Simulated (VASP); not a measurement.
# As (C2/m) in VASP: notebook, part 2 of 2

VASP 6.6.1. Earlier steps stand in the parts before.

## (4) Single point, PBEsol (shortest bond scaled by 0.7)

INCAR

```
SYSTEM = As
PREC = Accurate
ENCUT = 520
EDIFF = 1E-7
ISMEAR = -1
SIGMA = 0.05
LREAL = .False.
LASPH = .True.
NELM = 80
ALGO = Normal
ISIF = 2
LWAVE = .False.
LCHARG = .False.
GGA = PS
NBANDS = 12
```

KPOINTS

```
Automatic mesh
0
Gamma
  10 10 10
  0 0 0
```

POSCAR

```
As
1.0
    1.8807968987      1.0858785957      3.5140619945
   -1.8807968987      1.0858785957      3.5140619945
    0.0000000000     -2.1717571915      3.5140619945
As
2
Direct
    0.6918000000      0.8418000000      0.8418000000
    0.3082000000      0.1582000000      0.1582000000
```

Potentials or basis: VASP PAW PBE potentials, release 64 (As).

Run with:

```bash
$ cat potpaw_PBE.64/As/POTCAR > POTCAR
$ mpirun -np 1 vasp_std > vasp.out
```

OUTCAR:

```text
SYSTEM = As
   PREC = Accurate
   ENCUT = 520
   EDIFF = 1E-7
   ISMEAR = -1
   LREAL = .False.
   LASPH = .True.
   NELM = 80
   ISIF = 2
   GGA = PS

 ion  position               nearest neighbor table
   1  0.692  0.842  0.842-   2 1.75   2 2.71   2 2.71
   2  0.308  0.158  0.158-   1 1.75   1 2.71   1 2.71

  LATTYP: Found a trigonal (rhomboedric) cell.
 ALAT       =     4.1310000000
 COS(alpha) =     0.5854247172

  Lattice vectors:

 A1 = (   1.8807968987,   1.0858785957,   3.5140619945)
 A2 = (  -1.8807968987,   1.0858785957,   3.5140619945)
 A3 = (   0.0000000000,  -2.1717571915,   3.5140619945)

Analysis of symmetry for initial positions (statically):
=====================================================================
 Subroutine PRICEL returns:
 Original cell was already a primitive cell.

 Routine SETGRP: Setting up the symmetry group for a
 trigonal (rhombohedral) supercell.

 Subroutine GETGRP returns: Found  4 space group operations
 (whereof  4 operations were pure point group operations)
 out of a pool of 12 trial point group operations.

The static configuration has the point symmetry C_2h.

Analysis of symmetry for dynamics (positions and initial velocities):
=====================================================================
 Subroutine PRICEL returns:
 Original cell was already a primitive cell.

 Routine SETGRP: Setting up the symmetry group for a
 trigonal (rhombohedral) supercell.

 Subroutine GETGRP returns: Found  4 space group operations
 (whereof  4 operations were pure point group operations)
 out of a pool of 12 trial point group operations.

The dynamic configuration has the point symmetry C_2h.

 Subroutine INISYM returns: Found  4 space group operations
 (whereof  4 operations are pure point group operations),
 and found     1 'primitive' translations

----------------------------------------------------------------------------------------

                                     Primitive cell

  volume of cell :      43.0610

  direct lattice vectors                    reciprocal lattice vectors
     1.880796899  1.085878596  3.514061995     0.265844760  0.153485544  0.094856987
    -1.880796899  1.085878596  3.514061995    -0.265844760  0.153485544  0.094856987
     0.000000000 -2.171757191  3.514061995     0.000000000 -0.306971087  0.094856987

  length of vectors
     4.131000000  4.131000000  4.131000000     0.321292852  0.321292852  0.321292852

  position of ions in fractional coordinates (direct lattice)
     0.691800000  0.841800000  0.841800000
     0.308200000  0.158200000  0.158200000

  ion indices of the primitive-cell ions
   primitive index   ion index
                 1           1
                 2           2

----------------------------------------------------------------------------------------

 KPOINTS: Automatic mesh

Automatic generation of k-mesh.
 Grid dimensions read from file:
 generate k-points for:   10   10   10

 Generating k-lattice:

  Cartesian coordinates                     Fractional coordinates (reciprocal lattice)
     0.026584476  0.015348554  0.009485699     0.100000000  0.000000000 -0.000000000
    -0.026584476  0.015348554  0.009485699     0.000000000  0.100000000 -0.000000000
     0.000000000 -0.030697109  0.009485699    -0.000000000 -0.000000000  0.100000000

  Length of vectors
     0.032129285  0.032129285  0.032129285

  Shift w.r.t. Gamma in fractional coordinates (k-lattice)
     0.000000000  0.000000000  0.000000000

 Subroutine IBZKPT returns following result:
 ===========================================

 Found    282 irreducible k-points:

 Following reciprocal coordinates:
            Coordinates               Weight
  0.000000  0.000000  0.000000      1.000000
  0.100000  0.000000  0.000000      2.000000
  0.000000  0.100000  0.000000      4.000000
  0.200000  0.000000  0.000000      2.000000
  0.000000  0.200000  0.000000      4.000000
  0.300000  0.000000  0.000000      2.000000
[... 16 lines left out ...]
  0.500000  0.100000 -0.000000      4.000000
  0.000000  0.500000  0.100000      4.000000
 [... further k-points ...]
   k-points           NKPTS =    282   k-points in BZ     NKDIM =    282   number of bands    NBANDS=     12
   number of dos      NEDOS =    301   number of ions     NIONS =      2
   total plane-waves  NPLWV =  32768
   dimension x,y,z NGX =    32 NGY =   32 NGZ =   32
   dimension x,y,z NGXF=    64 NGYF=   64 NGZF=   64
   ions per type =               2
   NGX,Y,Z   is equivalent  to a cutoff of  12.88, 12.88, 12.88 a.u.
   NGXF,Y,Z  is equivalent  to a cutoff of  25.76, 25.76, 25.76 a.u.
 SYSTEM =  As
   PREC   = accura    normal or accurate (medium, high low for compatibility)
   ISTART =      0    job   : 0-new  1-cont  2-samecut
   ICHARG =      2    charge: 1-file 2-atom 10-const
   ISPIN  =      1    spin polarized calculation?
   LNONCOLLINEAR =      F non collinear calculations
   LSORBIT =      F    spin-orbit coupling
   LASPH  =      T    aspherical Exc in radial PAW
   ENCUT  =  520.0 eV  38.22 Ry    6.18 a.u.   7.68  7.68  7.68*2*pi/ulx,y,z
   NELM   =     80;   NELMIN=  2; NELMDL= -5     # of ELM steps
   EDIFF  = 0.1E-06   stopping-criterion for ELM
   LREAL  =      F    real-space projection
   EDIFFG = 0.1E-05   stopping-criterion for IOM
   NSW    =      0    number of steps for IOM
   IBRION =     -1    ionic relax: 0-MD 1-quasi-New 2-CG
   NFREE  =      0    steps in history (QN), initial steepest desc. (CG)
   ISIF   =      2    stress and relaxation
   ISYM   =      2    0-nonsym 1-usesym 2-fastsym
   POTIM  = 0.5000    time-step for ionic-motion
   TEBEG  =    0.0;   TEEND  =   0.0 temperature during run
   PSTRESS=    0.0 pullay stress
   NELECT =      10.0000    total number of electrons
   NUPDOWN=      -1.0000    fix difference up-down
   EMIN   =  10.00;   EMAX   =-10.00  energy-range for DOS
   EFERMI =   0.00;   METHOD = LEGACY
   ISMEAR =    -1;   SIGMA  =   0.05  broadening in eV -4-tet -1-fermi 0-gaus
   EFERMI_NEDOS =   21; number of points for ismear=-14 and -15
   IALGO  =     38    algorithm
   IMIX   =      4    mixing-type and parameters
     AMIX     =   0.40;   BMIX     =  1.00
     AMIX_MAG =   1.60;   BMIX_MAG =  1.00
  volume/ion in A,a.u.               =      21.53       145.29
  Fermi-wavevector in a.u.,A,eV,Ry     =   1.006268  1.901570 13.776916  1.012575
  Thomas-Fermi vector in A             =   2.138999
   LORBIT       =      0    0 simple, 1 ext, 2 COOP (PROOUT), +10 PAW based schemes
   GGA     = PS    functional components
   LHFCALC =     F    Hartree Fock is set to
   AEXX    =    0.0000 exact exchange contribution
   IVDW    =     0    specifies the selected vdW correction
   LEPSILON=     F    determine dielectric tensor
   LRPA    =     F    only Hartree local field effects (RPA)
 non-spin polarized calculation
  energy-cutoff  :      520.00
  volume of cell :       43.06
 maximum number of plane-waves:      1170
   NGX = 15   NGY = 15   NGZ = 15

 number of electron      10.0000000 magnetization

 Free energy of the ion-electron system (eV)
  ---------------------------------------------------
  ext. energy  EPLUGINS =         0.00000000
  ---------------------------------------------------
  free energy    TOTEN  =        -5.06201696 eV

  energy without entropy =       -5.05771662  energy(sigma->0) =       -5.05986679

 E-fermi :   4.4102     XC(G=0):  -9.8806

 val. band max:        4.3908907617   @ k =  -0.3000   0.5000   0.2000
 cond. band min:       4.4108719815   @ k =   0.3000   0.2000   0.1000
 fundamental gap:      0.0199812198
 Fermi energy:         4.4101939085

 k-point     1 :       0.0000    0.0000    0.0000
  band No.  band energies     occupation
      1     -11.4418      2.00000
      2       0.3261      2.00000
      3       0.7056      2.00000
      4       3.7679      1.99999
      5       4.2148      1.96062
      6       4.5135      0.22483
      7       5.0656      0.00000
      8      11.6050      0.00000
      9      12.4099      0.00000
     10      12.8606      0.00000
     11      13.2132      0.00000
     12      13.9857      0.00000
[... 331 lines left out ...]
 k-point    24 :       0.0000    0.5000    0.1000
  band No.  band energies     occupation
      1     -10.0758      2.00000
      2      -4.2941      2.00000
      3       0.4597      2.00000
      4       1.4539      2.00000
      5       3.5736      2.00000
      6       6.2177      0.00000
      7       7.2174      0.00000
      8      10.2948      0.00000
      9      12.8770      0.00000
     10      14.5128      0.00000
     11      15.1947      0.00000
     12      15.8711      0.00000

 [... further k-points ...]
[... 5 lines left out ...]
  --------------------------------------------------------------------------------------
  -------------------------------------------------------------------------------------
  Total       24.5700816      9.2264406      9.9313367     13.2879829     -8.3535752    -14.4688123
  in kB      914.1834185    343.2898248    369.5170188    494.4083550   -310.8129659   -538.3436862
  external PRESSURE =     542.3300874 kB  Pullay stress =       0.0000000 kB

 VOLUME and BASIS-vectors are now :
 -----------------------------------------------------------------------------
  energy-cutoff  :      520.00
  volume of cell :       43.06
      direct lattice vectors                 reciprocal lattice vectors
     1.880796899  1.085878596  3.514061995     0.265844760  0.153485544  0.094856987
    -1.880796899  1.085878596  3.514061995    -0.265844760  0.153485544  0.094856987
     0.000000000 -2.171757191  3.514061995     0.000000000 -0.306971087  0.094856987

 POSITION                                       TOTAL-FORCE (eV/Angst)
 -----------------------------------------------------------------------------------
     -0.28212     -0.16288      8.34730        16.655675      9.616158    -12.030681
      0.28212      0.16288      2.19488       -16.655675     -9.616158     12.030681
 -----------------------------------------------------------------------------------
    total drift:                               -0.000000      0.000000      0.000000

  FREE ENERGIE OF THE ION-ELECTRON SYSTEM (eV)
  ---------------------------------------------------
  free  energy   TOTEN  =        -5.0620169609 eV

  energy  without entropy=       -5.0577166193  energy(sigma->0) =       -5.05986679
```

stdout:

```text
POSCAR found type information on POSCAR As
 POSCAR found :  1 types and       2 ions
 scaLAPACK will be used
 -----------------------------------------------------------------------------
|                                                                             |
|                                                                             |
|     You enforced a specific xc type in the INCAR file but a different       |
|     I HOPE YOU KNOW WHAT YOU ARE DOING!                                     |
|                                                                             |
 -----------------------------------------------------------------------------

 LDA part: xc-table for (Slater+PW92), standard interpolation
 POSCAR, INCAR and KPOINTS ok, starting setup
 FFT: planning ... GRIDC
 FFT: planning ... GRID_SOFT
 FFT: planning ... GRID
 WAVECAR not read
 entering main loop
```

Run time: 68 s. Hardware: 1 thread of AMD EPYC 9R45 (Zen 5), shared host; peak memory 0.23 GiB.

Results:

- Free energy: -5.0620 eV
- Pressure: 54.2 GPa
- Largest force: 22.685 eV/Å
- Band gap on the k mesh: zero (bands 5 and 6 overlap by 1.85 eV)

Forces in eV/Å, atoms in the order of the input:
```
As   16.656   9.616 -12.031
As  -16.656  -9.616  12.031
```

Levels at points of the mesh, in eV from the Fermi level:
```csv
k point,band 3,band 4,band 5,band 6,band 7,band 8
"(0.00, 0.00, 0.00)",-3.70,-0.64,-0.20,0.10,0.66,7.19
"(0.50, 0.00, 0.00)",-2.93,-2.31,-1.90,2.19,3.65,5.17
"(0.00, 0.50, 0.00)",-3.01,-2.90,-1.70,1.79,2.48,5.60
"(0.50, 0.50, 0.00)",-5.41,-3.37,-1.65,-1.31,8.05,9.27
"(0.00, 0.50, 0.50)",-4.13,-3.79,-2.20,2.77,7.14,7.49
"(0.50, 0.50, 0.50)",-3.27,-1.48,-1.07,1.10,3.93,5.50
```

Caveat: the cell differs from its parent crystal (shortest bond scaled by 0.7); the cell stands under pressure; the PAW data sets were made with another functional, which shifts forces and pressure a little.

## (5) Single point, PBEsol (shortest bond scaled by 0.64)

INCAR

```
SYSTEM = As
PREC = Accurate ; ENCUT = 520
EDIFF = 1E-6 ; ISMEAR = -1
SIGMA = 0.05 ; LREAL = .False.
LASPH = .True. ; NELM = 80
ALGO = Normal ; ISIF = 2
LWAVE = .False. ; LCHARG = .False.
GGA = PS ; NBANDS = 12
```

KPOINTS is that of step 4.

POSCAR

```
As
1.0
    1.8807968987      1.0858785957      3.5140619945
   -1.8807968987      1.0858785957      3.5140619945
    0.0000000000     -2.1717571915      3.5140619945
As
2
Direct
    0.6753600000      0.8553600000      0.8553600000
    0.3246400000      0.1446400000      0.1446400000
```

Potentials or basis: VASP PAW PBE potentials, release 64 (As).

Run with:

```bash
$ cat potpaw_PBE.64/As/POTCAR > POTCAR
$ mpirun -np 1 vasp_std > vasp.out
```

OUTCAR:

```text
SYSTEM = As
   PREC = Accurate
   ENCUT = 520
   EDIFF = 1E-6
   ISMEAR = -1
   LREAL = .False.
   LASPH = .True.
   NELM = 80
   ISIF = 2
   GGA = PS

 ion  position               nearest neighbor table
   1  0.675  0.855  0.855-   2 1.60   2 2.77   2 2.77
   2  0.325  0.145  0.145-   1 1.60   1 2.77   1 2.77

  LATTYP: Found a trigonal (rhomboedric) cell.
 ALAT       =     4.1310000000
 COS(alpha) =     0.5854247172

  Lattice vectors:

[... 543 lines left out ...]

 [... further k-points ...]

------------------------ aborting loop because EDIFF is reached ----------------------------------------

  FORCE on cell =-STRESS in cart. coord.  units (eV):
  Direction    XX          YY          ZZ          XY          YZ          ZX
  --------------------------------------------------------------------------------------
  -------------------------------------------------------------------------------------
  Total       42.2698951     15.2829810     17.7997818     23.3713532    -14.9654192    -25.9208629
  in kB     1572.7435402    568.6366051    662.2796621    869.5821139   -556.8210287   -964.4421789
  external PRESSURE =     934.5532691 kB  Pullay stress =       0.0000000 kB

 VOLUME and BASIS-vectors are now :
 -----------------------------------------------------------------------------
  energy-cutoff  :      520.00
  volume of cell :       43.06
      direct lattice vectors                 reciprocal lattice vectors
     1.880796899  1.085878596  3.514061995     0.265844760  0.153485544  0.094856987
    -1.880796899  1.085878596  3.514061995    -0.265844760  0.153485544  0.094856987
     0.000000000 -2.171757191  3.514061995     0.000000000 -0.306971087  0.094856987

 POSITION                                       TOTAL-FORCE (eV/Angst)
 -----------------------------------------------------------------------------------
     -0.33854     -0.19546      8.38483        32.438755     18.728524    -22.378387
      0.33854      0.19546      2.15735       -32.438755    -18.728524     22.378387
 -----------------------------------------------------------------------------------
    total drift:                                0.000000     -0.000000     -0.000000

  FREE ENERGIE OF THE ION-ELECTRON SYSTEM (eV)
  ---------------------------------------------------
  free  energy   TOTEN  =        -0.2504134627 eV

  energy  without entropy=       -0.2463269515  energy(sigma->0) =       -0.24837021
```

stdout:

```text
POSCAR found type information on POSCAR As
 POSCAR found :  1 types and       2 ions
 scaLAPACK will be used
 -----------------------------------------------------------------------------
|                                                                             |
|                                                                             |
|     You enforced a specific xc type in the INCAR file but a different       |
|     I HOPE YOU KNOW WHAT YOU ARE DOING!                                     |
|                                                                             |
 -----------------------------------------------------------------------------

 LDA part: xc-table for (Slater+PW92), standard interpolation
 POSCAR, INCAR and KPOINTS ok, starting setup
 FFT: planning ... GRIDC
 FFT: planning ... GRID_SOFT
 FFT: planning ... GRID
 WAVECAR not read
 entering main loop
```

Run time: 69 s. Hardware: 1 thread of AMD EPYC 9R45 (Zen 5), shared host; peak memory 0.23 GiB.

What came out:

| Quantity | Value |
| --- | --- |
| Free energy | -0.2504 eV |
| Pressure | 93.5 GPa |
| Largest force | 43.633 eV/Å |
| Band gap on the k mesh | zero (bands 5 and 6 overlap by 1.51 eV) |

Forces on the atoms (eV/Å):
```
As   32.439  18.729 -22.378
As  -32.439 -18.729  22.378
```

Levels at points of the mesh, in eV from the Fermi level:
| k point | band 1 | band 2 | band 3 | band 4 | band 5 | band 6 | band 7 | band 8 | band 9 | band 10 |
| --- | --- | --- | --- | --- | --- | --- | --- | --- | --- | --- |
| (0.00, 0.00, 0.00) | -16.35 | -3.89 | -3.68 | -1.39 | -1.11 | 0.62 | 1.26 | 7.68 | 8.15 | 8.64 |
| (0.50, 0.00, 0.00) | -15.02 | -9.26 | -3.33 | -2.50 | -2.04 | 2.61 | 4.03 | 5.84 | 8.64 | 10.54 |
| (0.00, 0.50, 0.00) | -15.24 | -8.37 | -3.30 | -2.73 | -2.30 | 2.27 | 2.80 | 6.27 | 8.37 | 9.98 |
| (0.50, 0.50, 0.00) | -15.11 | -7.41 | -5.47 | -3.00 | -2.16 | -1.17 | 8.16 | 9.47 | 9.64 | 11.25 |
| (0.00, 0.50, 0.50) | -14.72 | -9.43 | -4.45 | -4.09 | -1.56 | 2.90 | 7.33 | 7.48 | 8.20 | 11.03 |
| (0.50, 0.50, 0.50) | -15.79 | -7.61 | -3.12 | -1.89 | -1.81 | 1.72 | 4.28 | 6.27 | 7.72 | 10.01 |

Caveat: the cell differs from its parent crystal (shortest bond scaled by 0.64); atoms lie so close that the PAW spheres overlap strongly, which falsifies energies and pressures; the cell stands under pressure; the PAW data sets were made with another functional, which shifts forces and pressure a little.

## (6) Summary

```csv
cell,gap on the mesh (eV),pressure (GPa),largest force (eV/Å)
"as given, shortest bond scaled by 1.1",none,-1.3,0.56
"as given, shortest bond scaled by 0.7",none,54.2,22.69
"as given, shortest bond scaled by 0.64",none,93.5,43.63
```

Some of these runs hold the atoms at other places in the same cell, which the table doesn't show; runs alike in all that it shows share one row.

Alike in all rows: task single point; level PBEsol; potentials or basis VASP PAW PBE potentials, release 64 (As); no spin polarisation; k mesh 10 × 10 × 10; cutoff (eV) 520; smearing fermi-dirac 0.05 eV.

Caveats: the PAW data sets were made with another functional, which shifts forces and pressure a little; the cell stands under pressure (at least some runs); atoms lie so close that the PAW spheres overlap strongly, which falsifies energies and pressures (at least some runs).

Absolute energies hang on the potentials; compare differences alone.
